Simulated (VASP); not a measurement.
**Al3GaN4: single point with PBEsol**

Al3GaN4:

```xyz
8
Lattice="4.4071 -0.2424 -0.2424 -0.2424 4.4071 -0.2424 -0.2424 -0.2424 4.4071" Properties=species:S:1:pos:R:3 pbc="T T T"
Al    2.0824    2.0824   -0.2424
Al    2.0824   -0.2424    2.0824
Al   -0.2424    2.0824    2.0824
Ga    0.0000    0.0000    0.0000
N     3.0397    3.0397    0.7641
N     3.0397    0.7641    3.0397
N     0.7641    3.0397    3.0397
N     1.0013    1.0013    1.0013
```

```yaml
Program: VASP 6.6.1
Task: single point
Functional: PBEsol
Potentials_or_basis: VASP PAW PBE potentials, release 64 (Al, Ga_d, N)
Cutoff: 520 eV
k_mesh: 6 × 6 × 6
Occupations: gaussian, width 0.05 eV
Spin: no spin polarisation
Dipole_correction: no
Further_INCAR_settings: ALGO = Normal; EDIFF = 1e-06; NBANDS = 31
```

```yaml
Pressure: 10.8 GPa
Largest_force: 3.694 eV/Å
Band_gap_on_the_k_mesh: 2.60 eV, direct
```

Forces in eV/Å, atoms in the order of the input:
```
Al  -2.000 -2.000 -2.258
Al  -2.000 -2.258 -2.000
Al  -2.258 -2.000 -2.000
Ga  -2.057 -2.057 -2.057
N    2.057  2.057  2.276
N    2.057  2.276  2.057
N    2.276  2.057  2.057
N    1.925  1.925  1.925
```

Stress tensor (GPa, compression positive):
```
10.82 29.11 29.11
29.11 10.82 29.11
29.11 29.11 10.82
```

Levels at points of the mesh, in eV from the valence-band top:
| k point | band 19 | band 20 | band 21 | band 22 | band 23 | band 24 |
| --- | --- | --- | --- | --- | --- | --- |
| (0.00, 0.00, 0.00) | -0.52 | -0.52 | 0.00 | 2.60 | 2.67 | 2.67 |
| (0.50, 0.00, 0.00) | -1.80 | -0.99 | -0.73 | 4.84 | 4.90 | 5.40 |
| (0.50, 0.50, 0.00) | -1.17 | -0.63 | -0.44 | 6.07 | 6.77 | 6.94 |
| (0.50, 0.50, 0.50) | -0.54 | -0.54 | -0.30 | 4.66 | 6.18 | 6.86 |

It took 73 s on 1 thread of Intel(R) Xeon(R) Platinum 8488C (Sapphire Rapids) (shared host), peak memory 0.24 GiB.

Caveat: the PAW data sets were made with another functional, which shifts forces and pressure a little. A k mesh can miss the band edges.
